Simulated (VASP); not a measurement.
Write the native input for VASP 6.6.1 that does the following.

- Task: single point
- Functional: LDA
- Potentials or basis: VASP PAW LDA potentials, release 64 (Tl_d)
- Cutoff: 520 eV
- k mesh: 16 × 16 × 16
- Occupations: gaussian, width 0.15 eV
- Spin: no spin polarisation
- Dipole correction: no
- Further INCAR settings: ALGO = Fast; EDIFF = 1e-07; NBANDS = 12

The structure of Tl lies in POSCAR:

```
Tl
1.0
    0.0000000000      2.5279997638      2.5896582946
    2.5279997638      0.0000000000      2.5896582946
    2.5279997638      2.5279997638      0.0000000000
Tl
1
Direct
    0.0000000000      0.0000000000      0.0000000000
```

This cell differs from its parent crystal: strain +0.025 along x and y, +0.050 along z.

One way to write it, as run:

INCAR

```
ALGO = Fast ; EDIFF = 1E-7
ENCUT = 520 ; ISIF = 2
ISMEAR = 0 ; LASPH = True
LCHARG = False ; LREAL = False
LWAVE = False ; NBANDS = 12
NELM = 60 ; PREC = Accurate
SIGMA = 0.15
```

KPOINTS

```
k-points
0
Gamma
  16 16 16
```

Potentials or basis: VASP PAW LDA potentials, release 64 (Tl_d).

Run with:

```bash
$ cat potpaw_LDA.64/Tl_d/POTCAR > POTCAR
$ mpirun -np 1 vasp_std > vasp.out
```

Results of the run:

```json
{"Pressure": "-5.1 GPa"}
```

Caveat: the cell differs from its parent crystal (strain +0.025 along x and y, +0.050 along z).

It took 100 s on 1 thread of AMD EPYC 7R43 64-Core Processor (Zen 3) (shared host), peak memory 0.21 GiB.
